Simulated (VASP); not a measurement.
# Ga2O3 (C2/m) in VASP: a series of runs

Runs on Ga2O3. Level: PBEsol. Tasks: single point.

Program: VASP 6.6.1. These are calculated values, not measurements. Logs are shortened: lines on timing, memory, paths and dates and some standing lists are left out, and cuts for length are marked.

## Step 1: The cell of the first run

Symmetry: C2/m, No. 12, monoclinic system. Conventional cell: a = 12.277 Å, b = 3.047 Å, c = 5.811 Å, α = 90.00°, β = 103.71°, γ = 90.00°. Ga (site symmetry m) has 6 O at 1.94 to 2.08 Å within 2.6 Å. Ga (site symmetry m) has 4 O at 1.84 to 1.87 Å within 2.4 Å. O (site symmetry m) has 3 Ga at 1.84 to 1.94 Å within 2.4 Å. Within 2.5 Å of O (site symmetry m) lie 4 Ga at 1.87 to 2.08 Å. Within 2.4 Å of O (site symmetry m) lie 3 Ga at 1.84 to 1.95 Å.

## Step 2: Single point, PBEsol

Contents of INCAR:

```
ALGO = Normal
EDIFF = 1E-6
ENCUT = 520
GGA = PS
ISIF = 2
ISMEAR = 0
LASPH = T
LCHARG = T
LELF = T
LREAL = F
LVHAR = T
LWAVE = F
NBANDS = 55
NELM = 60
PREC = Accurate
SIGMA = 0.02
```

Contents of KPOINTS:

```
k-points
0
Gamma
  8 8 4
```

Contents of POSCAR:

```
Ga2O3
1.0
    6.1387136056     -1.5236597458      0.0036362686
    6.1387136056      1.5236597458      0.0036362686
   -1.3804413936      0.0000000000      5.6441528134
Ga O
4 6
Direct
    0.3412681378      0.3412681378      0.6854239181
    0.6587318622      0.6587318622      0.3145760819
    0.9094817609      0.9094817609      0.2046052577
    0.0905182391      0.0905182391      0.7953947423
    0.5037661201      0.5037661201      0.7440673647
    0.4962338799      0.4962338799      0.2559326353
    0.8267789320      0.8267789320      0.4372302488
    0.1732210680      0.1732210680      0.5627697512
    0.1652737762      0.1652737762      0.1095892123
    0.8347262238      0.8347262238      0.8904107877
```

Potentials or basis: VASP PAW PBE potentials, release 64 (Ga_d, O).

On the command line:

```console
cat potpaw_PBE.64/Ga_d/POTCAR potpaw_PBE.64/O/POTCAR > POTCAR
mpirun -np 1 vasp_std > vasp.out
```

OUTCAR:

```text
EDIFF = 1E-6
   ENCUT = 520
   GGA = PS
   ISIF = 2
   ISMEAR = 0
   LASPH = T
   LREAL = F
   NELM = 60
   PREC = Accurate

 ion  position               nearest neighbor table
   1  0.341  0.341  0.685-   5 1.94  10 1.95  10 1.95   8 2.02   7 2.08   7 2.08
   2  0.659  0.659  0.315-   6 1.94   9 1.95   9 1.95   7 2.02   8 2.08   8 2.08
   3  0.909  0.909  0.205-  10 1.84   6 1.84   6 1.84   7 1.87
   4  0.091  0.091  0.795-   9 1.84   5 1.84   5 1.84   8 1.87
   5  0.504  0.504  0.744-   4 1.84   4 1.84   1 1.94
   6  0.496  0.496  0.256-   3 1.84   3 1.84   2 1.94
   7  0.827  0.827  0.437-   3 1.87   2 2.02   1 2.08   1 2.08
   8  0.173  0.173  0.563-   4 1.87   1 2.02   2 2.08   2 2.08
   9  0.165  0.165  0.110-   4 1.84   2 1.95   2 1.95
  10  0.835  0.835  0.890-   3 1.84   1 1.95   1 1.95

  LATTYP: Found a base centered monoclinic cell.
 ALAT       =    12.2774293651
 B/A-ratio  =     0.2482050111
 C/A-ratio  =     0.4732680095
 COS(beta)  =    -0.2370010131

  Lattice vectors:

 A1 = (   6.1387136056,  -1.5236597458,   0.0036362686)
 A2 = (   6.1387136056,   1.5236597458,   0.0036362686)
 A3 = (  -1.3804413936,   0.0000000000,   5.6441528134)

Analysis of symmetry for initial positions (statically):
=====================================================================
 Subroutine PRICEL returns:
 Original cell was already a primitive cell.

 Routine SETGRP: Setting up the symmetry group for a
 base centered monoclinic supercell.

 Subroutine GETGRP returns: Found  4 space group operations
 (whereof  4 operations were pure point group operations)
 out of a pool of  4 trial point group operations.

The static configuration has the point symmetry C_2h.

Analysis of symmetry for dynamics (positions and initial velocities):
=====================================================================
 Subroutine PRICEL returns:
 Original cell was already a primitive cell.

 Routine SETGRP: Setting up the symmetry group for a
 base centered monoclinic supercell.

 Subroutine GETGRP returns: Found  4 space group operations
 (whereof  4 operations were pure point group operations)
 out of a pool of  4 trial point group operations.

The dynamic configuration has the point symmetry C_2h.

 Subroutine INISYM returns: Found  4 space group operations
 (whereof  4 operations are pure point group operations),
 and found     1 'primitive' translations

----------------------------------------------------------------------------------------

                                     Primitive cell

  volume of cell :     105.5983

  direct lattice vectors                    reciprocal lattice vectors
     6.138713606 -1.523659746  0.003636269     0.081438491 -0.328157255  0.019918147
     6.138713606  1.523659746  0.003636269     0.081438491  0.328157255  0.019918147
    -1.380441394  0.000000000  5.644152813    -0.000104934  0.000000000  0.177148844

  length of vectors
     6.324978812  6.324978812  5.810514557     0.338697718  0.338697718  0.177148875

  position of ions in fractional coordinates (direct lattice)
     0.341268138  0.341268138  0.685423918
     0.658731862  0.658731862  0.314576082
     0.909481761  0.909481761  0.204605258
     0.090518239  0.090518239  0.795394742
     0.503766120  0.503766120  0.744067365
     0.496233880  0.496233880  0.255932635
     0.826778932  0.826778932  0.437230249
     0.173221068  0.173221068  0.562769751
     0.165273776  0.165273776  0.109589212
     0.834726224  0.834726224  0.890410788

  ion indices of the primitive-cell ions
   primitive index   ion index
                 1           1
                 2           2
                 3           3
                 4           4
                 5           5
                 6           6
                 7           7
                 8           8
                 9           9
                10          10

----------------------------------------------------------------------------------------

 KPOINTS: k-points

Automatic generation of k-mesh.
 Grid dimensions read from file:
 generate k-points for:    8    8    4

 Generating k-lattice:

  Cartesian coordinates                     Fractional coordinates (reciprocal lattice)
     0.010179811 -0.041019657  0.002489768     0.125000000  0.000000000  0.000000000
     0.010179811  0.041019657  0.002489768     0.000000000  0.125000000  0.000000000
    -0.000026234  0.000000000  0.044287211     0.000000000  0.000000000  0.250000000

  Length of vectors
     0.042337215  0.042337215  0.044287219

  Shift w.r.t. Gamma in fractional coordinates (k-lattice)
     0.000000000  0.000000000  0.000000000

 Subroutine IBZKPT returns following result:
 ===========================================

 Found     78 irreducible k-points:

 Following reciprocal coordinates:
            Coordinates               Weight
  0.000000  0.000000  0.000000      1.000000
  0.125000 -0.000000  0.000000      4.000000
  0.250000 -0.000000  0.000000      4.000000
  0.375000 -0.000000  0.000000      4.000000
  0.500000 -0.000000  0.000000      2.000000
  0.125000  0.125000  0.000000      2.000000
[... 16 lines left out ...]
  0.125000 -0.000000  0.250000      4.000000
  0.250000 -0.000000  0.250000      4.000000
 [... further k-points ...]
   k-points           NKPTS =     78   k-points in BZ     NKDIM =     78   number of bands    NBANDS=     55
   number of dos      NEDOS =    301   number of ions     NIONS =     10
   total plane-waves  NPLWV = 110592
   dimension x,y,z NGX =    48 NGY =   48 NGZ =   48
   dimension x,y,z NGXF=    96 NGYF=   96 NGZF=   96
   ions per type =               4   6
   NGX,Y,Z   is equivalent  to a cutoff of  12.62, 12.62, 13.73 a.u.
   NGXF,Y,Z  is equivalent  to a cutoff of  25.23, 25.23, 27.47 a.u.
 SYSTEM =  unknown system
   PREC   = accura    normal or accurate (medium, high low for compatibility)
   ISTART =      0    job   : 0-new  1-cont  2-samecut
   ICHARG =      2    charge: 1-file 2-atom 10-const
   ISPIN  =      1    spin polarized calculation?
   LNONCOLLINEAR =      F non collinear calculations
   LSORBIT =      F    spin-orbit coupling
   LASPH  =      T    aspherical Exc in radial PAW
   ENCUT  =  520.0 eV  38.22 Ry    6.18 a.u.  11.76 11.76 10.80*2*pi/ulx,y,z
   NELM   =     60;   NELMIN=  2; NELMDL= -5     # of ELM steps
   EDIFF  = 0.1E-05   stopping-criterion for ELM
   LREAL  =      F    real-space projection
   EDIFFG = 0.1E-04   stopping-criterion for IOM
   NSW    =      0    number of steps for IOM
   IBRION =     -1    ionic relax: 0-MD 1-quasi-New 2-CG
   NFREE  =      0    steps in history (QN), initial steepest desc. (CG)
   ISIF   =      2    stress and relaxation
   ISYM   =      2    0-nonsym 1-usesym 2-fastsym
   POTIM  = 0.5000    time-step for ionic-motion
   TEBEG  =    0.0;   TEEND  =   0.0 temperature during run
   PSTRESS=    0.0 pullay stress
   NELECT =      88.0000    total number of electrons
   NUPDOWN=      -1.0000    fix difference up-down
   EMIN   =  10.00;   EMAX   =-10.00  energy-range for DOS
   EFERMI =   0.00;   METHOD = LEGACY
   ISMEAR =     0;   SIGMA  =   0.02  broadening in eV -4-tet -1-fermi 0-gaus
   EFERMI_NEDOS =   21; number of points for ismear=-14 and -15
   IALGO  =     38    algorithm
   IMIX   =      4    mixing-type and parameters
     AMIX     =   0.40;   BMIX     =  1.00
     AMIX_MAG =   1.60;   BMIX_MAG =  1.00
  volume/ion in A,a.u.               =      10.56        71.26
  Fermi-wavevector in a.u.,A,eV,Ry     =   1.540577  2.911268 32.291756  2.373377
  Thomas-Fermi vector in A             =   2.646644
   LORBIT       =      0    0 simple, 1 ext, 2 COOP (PROOUT), +10 PAW based schemes
   GGA     = PS    functional components
   LHFCALC =     F    Hartree Fock is set to
   AEXX    =    0.0000 exact exchange contribution
   IVDW    =     0    specifies the selected vdW correction
   LEPSILON=     F    determine dielectric tensor
   LRPA    =     F    only Hartree local field effects (RPA)
 non-spin polarized calculation
 Gauss-broadening in eV      SIGMA  =   0.02
  energy-cutoff  :      520.00
  volume of cell :      105.60
 maximum number of plane-waves:      2867
   NGX = 23   NGY = 23   NGZ = 21

 number of electron      88.0000013 magnetization

 Free energy of the ion-electron system (eV)
  ---------------------------------------------------
  ext. energy  EPLUGINS =         0.00000000
  ---------------------------------------------------
  free energy    TOTEN  =       -63.89525509 eV

  energy without entropy =      -63.89525509  energy(sigma->0) =      -63.89525509

 E-fermi :   3.7542     XC(G=0): -11.8584

 val. band max:        3.6644138342   @ k =   0.5000   0.3750   0.5000
 cond. band min:       5.8916777913   @ k =   0.0000   0.0000   0.0000
 fundamental gap:      2.2272639571
 Fermi energy:         3.7541712348

 k-point     1 :       0.0000    0.0000    0.0000
  band No.  band energies     occupation
      1     -15.1863      2.00000
      2     -13.9946      2.00000
      3     -13.9759      2.00000
      4     -13.8685      2.00000
      5     -13.3877      2.00000
      6     -13.3761      2.00000
[... 47 lines left out ...]
     54      15.8229      0.00000
     55      16.1070      0.00000

 k-point     2 :       0.1250   -0.0000    0.0000
  band No.  band energies     occupation
      1     -15.0640      2.00000
      2     -13.9818      2.00000
      3     -13.9462      2.00000
      4     -13.7837      2.00000
      5     -13.3906      2.00000
      6     -13.3762      2.00000
[... 47 lines left out ...]
     54      14.9268      0.00000
     55      15.1188      0.00000

 k-point     3 :       0.2500   -0.0000    0.0000
  band No.  band energies     occupation
      1     -14.7330      2.00000
      2     -13.9336      2.00000
      3     -13.8345      2.00000
      4     -13.6611      2.00000
      5     -13.3925      2.00000
      6     -13.3761      2.00000
[... 1152 lines left out ...]
 k-point    23 :       0.1250   -0.0000    0.2500
  band No.  band energies     occupation
      1     -14.9470      2.00000
      2     -14.1748      2.00000
      3     -13.9712      2.00000
      4     -13.6999      2.00000
      5     -13.4487      2.00000
      6     -13.3353      2.00000
[... 47 lines left out ...]
     54      15.1365      0.00000
     55      15.5940      0.00000

 k-point    24 :       0.2500   -0.0000    0.2500
  band No.  band energies     occupation
      1     -14.6242      2.00000
      2     -14.0443      2.00000
      3     -13.8802      2.00000
      4     -13.6183      2.00000
      5     -13.4400      2.00000
      6     -13.3481      2.00000
[... 47 lines left out ...]
     54      14.2425      0.00000
     55      15.5108      0.00000

 [... further k-points ...]
[... 5 lines left out ...]
  --------------------------------------------------------------------------------------
  -------------------------------------------------------------------------------------
  Total        0.1272963      0.2379158      0.1665851      0.0000000      0.0000000      0.0045970
  in kB        1.9313878      3.6097479      2.5274920      0.0000000      0.0000000      0.0697481
  external PRESSURE =       2.6895426 kB  Pullay stress =       0.0000000 kB

 VOLUME and BASIS-vectors are now :
 -----------------------------------------------------------------------------
  energy-cutoff  :      520.00
  volume of cell :      105.60
      direct lattice vectors                 reciprocal lattice vectors
     6.138713606 -1.523659746  0.003636269     0.081438491 -0.328157255  0.019918147
     6.138713606  1.523659746  0.003636269     0.081438491  0.328157255  0.019918147
    -1.380441394  0.000000000  5.644152813    -0.000104934  0.000000000  0.177148844

 POSITION                                       TOTAL-FORCE (eV/Angst)
 -----------------------------------------------------------------------------------
      3.24371      0.00000      3.87112         0.009882      0.000000      0.019834
      7.65328      0.00000      1.78031        -0.009882      0.000000     -0.019834
     10.88365      0.00000      1.16144         0.002614      0.000000     -0.001767
      0.01334      0.00000      4.48999        -0.002614      0.000000      0.001767
      5.15781      0.00000      4.20329         0.004907      0.000000      0.000067
      5.73918      0.00000      1.44813        -0.004907      0.000000     -0.000067
      9.54715      0.00000      2.47381         0.013458      0.000000     -0.013379
      1.34984      0.00000      3.17762        -0.013458      0.000000      0.013379
      1.87786      0.00000      0.61974         0.006825      0.000000     -0.015721
      9.01913      0.00000      5.03169        -0.006825      0.000000      0.015721
 -----------------------------------------------------------------------------------
    total drift:                                0.000000     -0.000000     -0.000000

  FREE ENERGIE OF THE ION-ELECTRON SYSTEM (eV)
  ---------------------------------------------------
  free  energy   TOTEN  =       -63.8952550904 eV

  energy  without entropy=      -63.8952550904  energy(sigma->0) =      -63.89525509
```

Wall time 8.7 min (1 thread of Intel Xeon 6975P-C (Granite Rapids), shared host); peak memory 0.53 GiB.

Results:

```
Free energy            : -63.8953 eV
Pressure               : 0.3 GPa
Largest force          : 0.022 eV/Å
Band gap on the k mesh : 2.23 eV (least direct gap 2.24 eV)
```

Forces in eV/Å, atoms in the order of the input:
```
Ga   0.010  0.000  0.020
Ga  -0.010  0.000 -0.020
Ga   0.003  0.000 -0.002
Ga  -0.003  0.000  0.002
O    0.005  0.000  0.000
O   -0.005  0.000  0.000
O    0.013  0.000 -0.013
O   -0.013  0.000  0.013
O    0.007  0.000 -0.016
O   -0.007  0.000  0.016
```

Caveat: the PAW data sets were made with another functional, which shifts forces and pressure a little. A k mesh can miss the band edges.

## Step 3: Single point, PBEsol

This run uses another cell than the first one: it holds 40 atoms, not 10.

Contents of INCAR:

```
ALGO = Normal
EDIFF = 1E-6
ENCUT = 520
GGA = PS
ISIF = 2
ISMEAR = 0
LASPH = True
LCHARG = False
LREAL = Auto
LWAVE = False
NBANDS = 202
NELM = 100
PREC = Accurate
SIGMA = 0.02
```

Contents of KPOINTS:

```
Automatic mesh
0
Gamma
  2 2 2
  0.5 0.5 0.5
```

Contents of POSCAR:

```
Ga2O3
1.0
   -4.7582722120     -1.5236597458     -5.6477890820
   -6.1387136056      4.5709792375     -0.0036362686
    1.3804413936      6.0946389833     -5.6441528134
Ga O
16 24
Direct
    0.6513369376      0.6661267869      0.6632391443
    0.9013369376      0.4161267869      0.4132391443
    0.1513369376      0.1661267869      0.1632391443
    0.4013369376      0.9161267869      0.9132391443
    0.5986630624      0.0838732131      0.0867608557
    0.8486630624      0.8338732131      0.8367608557
    0.0986630624      0.5838732131      0.5867608557
    0.3486630624      0.3338732131      0.3367608557
    0.4655860505      0.7154504276      0.3298086919
    0.7155860505      0.4654504276      0.0798086919
    0.9655860505      0.2154504276      0.8298086919
    0.2155860505      0.9654504276      0.5798086919
    0.7844139495      0.0345495724      0.4201913081
    0.0344139495      0.7845495724      0.1701913081
    0.2844139495      0.5345495724      0.9201913081
    0.5344139495      0.2845495724      0.6701913081
    0.5001417276      0.4923260322      0.7557909077
    0.7501417276      0.2423260322      0.5057909077
    0.0001417276      0.9923260322      0.2557909077
    0.2501417276      0.7423260322      0.0057909077
    0.7498582724      0.2576739678      0.9942090923
    0.9998582724      0.0076739678      0.7442090923
    0.2498582724      0.7576739678      0.4942090923
    0.4998582724      0.5076739678      0.2442090923
    0.4113006766      0.9351414593      0.1514690746
    0.6613006766      0.6851414593      0.9014690746
    0.9113006766      0.4351414593      0.6514690746
    0.1613006766      0.1851414593      0.4014690746
    0.8386993234      0.8148585407      0.5985309254
    0.0886993234      0.5648585407      0.3485309254
    0.3386993234      0.3148585407      0.0985309254
    0.5886993234      0.0648585407      0.8485309254
    0.0712500617      0.5982023859      0.8191607260
    0.3212500617      0.3482023859      0.5691607260
    0.5712500617      0.0982023859      0.3191607260
    0.8212500617      0.8482023859      0.0691607260
    0.1787499383      0.1517976141      0.9308392740
    0.4287499383      0.9017976141      0.6808392740
    0.6787499383      0.6517976141      0.4308392740
    0.9287499383      0.4017976141      0.1808392740
```

Potentials or basis: VASP PAW PBE potentials, release 64 (Ga_d, O).

On the command line:

```console
cat potpaw_PBE.64/Ga_d/POTCAR potpaw_PBE.64/O/POTCAR > POTCAR
mpirun -np 1 vasp_std > vasp.out
```

Wall time 27 min (1 thread of Oxide Virtual Turin-like, shared host); peak memory 0.56 GiB.

It converged, with:

| Item | Value |
| --- | --- |
| Free energy | -255.6128 eV |
| Pressure | 0.3 GPa |
| Largest force | 0.022 eV/Å |
| Band gap on the k mesh | 3.17 eV |

Forces in eV/Å, atoms in the order of the input:
```
Ga   0.009 -0.001  0.020
Ga   0.009 -0.001  0.020
Ga   0.009 -0.001  0.020
Ga   0.009 -0.001  0.020
Ga  -0.009  0.001 -0.020
Ga  -0.009  0.001 -0.020
Ga  -0.009  0.001 -0.020
Ga  -0.009  0.001 -0.020
Ga   0.002  0.000 -0.003
Ga   0.002  0.000 -0.003
Ga   0.002  0.000 -0.003
Ga   0.002  0.000 -0.003
Ga  -0.002  0.000  0.003
Ga  -0.002  0.000  0.003
Ga  -0.002  0.000  0.003
Ga  -0.002  0.000  0.003
O    0.004  0.002 -0.001
O    0.004  0.002 -0.001
O    0.004  0.002 -0.001
O    0.004  0.002 -0.001
O   -0.004 -0.002  0.001
O   -0.004 -0.002  0.001
O   -0.004 -0.002  0.001
O   -0.004 -0.002  0.001
O    0.016  0.003 -0.013
O    0.016  0.003 -0.013
O    0.016  0.003 -0.013
O    0.016  0.003 -0.013
O   -0.016 -0.003  0.013
O   -0.016 -0.003  0.013
O   -0.016 -0.003  0.013
O   -0.016 -0.003  0.013
O    0.006 -0.003 -0.013
O    0.006 -0.003 -0.013
O    0.006 -0.003 -0.013
O    0.006 -0.003 -0.013
O   -0.006  0.003  0.013
O   -0.006  0.003  0.013
O   -0.006  0.003  0.013
O   -0.006  0.003  0.013
```

Stress tensor (GPa, compression positive):
```
0.24 0.00 0.00
0.00 0.44 0.00
0.00 0.00 0.29
```

Levels at points of the mesh, in eV from the valence-band top:
| k point | band 172 | band 173 | band 174 | band 175 | band 176 | band 177 | band 178 | band 179 | band 180 | band 181 |
| --- | --- | --- | --- | --- | --- | --- | --- | --- | --- | --- |
| (0.25, 0.25, 0.25) | -0.47 | -0.28 | -0.12 | -0.05 | 0.00 | 3.17 | 5.67 | 5.70 | 5.83 | 6.03 |

Caveat: the PAW data sets were made with another functional, which shifts forces and pressure a little; a shifted mesh leaves out Γ, where band edges can lie. A k mesh can miss the band edges.
